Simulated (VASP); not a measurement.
A run of VASP 6.6.1:

INCAR

```
ALGO     = Normal         # electronic algorithm
EDIFF    = 1E-6           # SCF threshold, eV
ENCUT    = 520            # plane-wave cutoff, eV
GGA      = PE             # functional
ISIF     = 2              # what is computed and relaxed
ISMEAR   = 0              # smearing method
LASPH    = True           # aspherical terms in the spheres
LCHARG   = False          # write CHGCAR
LREAL    = False          # projectors in reciprocal space
LWAVE    = False          # write WAVECAR
NBANDS   = 11             # bands
NELM     = 100            # most SCF steps
PREC     = Accurate       # precision mode
SIGMA    = 0.02           # smearing width, eV
```

Contents of KPOINTS:

```
k-points
0
Gamma
  8 8 8
```

POSCAR

```
Si
1.0
    0.0000000000      2.7348876228      2.7348876228
    2.7348876228      0.0000000000      2.7348876228
    2.7348876228      2.7348876228      0.0000000000
Si
2
Direct
    0.7500000000      0.7500000000      0.7500000000
    0.5000000000      0.5000000000      0.5000000000
```

Potentials or basis: VASP PAW PBE potentials, release 64 (Si).

The run is started by

```bash
$ cat potpaw_PBE.64/Si/POTCAR > POTCAR
$ mpirun -np 1 vasp_std > vasp.out
```

Hardware: 1 thread of Intel(R) Xeon(R) 6975P-C (Granite Rapids) (shared host).

Q: How long does it take, and how much memory?

A: Run time: 6 s on 1 thread of Intel(R) Xeon(R) 6975P-C (Granite Rapids), on a shared host, peak memory 0.15 GiB. Counts: scf iterations 11, k points 29.
